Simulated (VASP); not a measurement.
Crystal: PbF2 (Fluorocronite).

```
Pb F
1.0
     0.00000    3.02179    3.02179
     3.02179    0.00000    3.02179
     3.02179    3.02179    0.00000
Pb F
1 2
Direct
  0.00000 0.00000 0.00000
  0.75000 0.75000 0.75000
  0.25000 0.25000 0.25000
```

Base run:

* Program: VASP 6.6.1
* Functional: LDA
* Potentials or basis: VASP PAW LDA potentials, release 64 (Pb_d, F)
* Cutoff: 600 eV
* k mesh: 8 × 8 × 8
* Occupations: fermi-dirac, width 0.05 eV
* Spin: no spin polarisation

Its results: band gap on the k mesh 4.21 eV, indirect (least direct gap 4.37 eV); pressure -7.9 GPa.

Question: The run is repeated on the same cell with these changes: k mesh from 8 × 8 × 8 to 7 × 7 × 7. What comes out?

Answer: Band gap on the k mesh 4.26 eV, indirect (least direct gap 4.47 eV); pressure -7.9 GPa.

Caveats: spin-orbit coupling is left out, which moves the levels of the heavy elements.

A k mesh can miss the band edges.
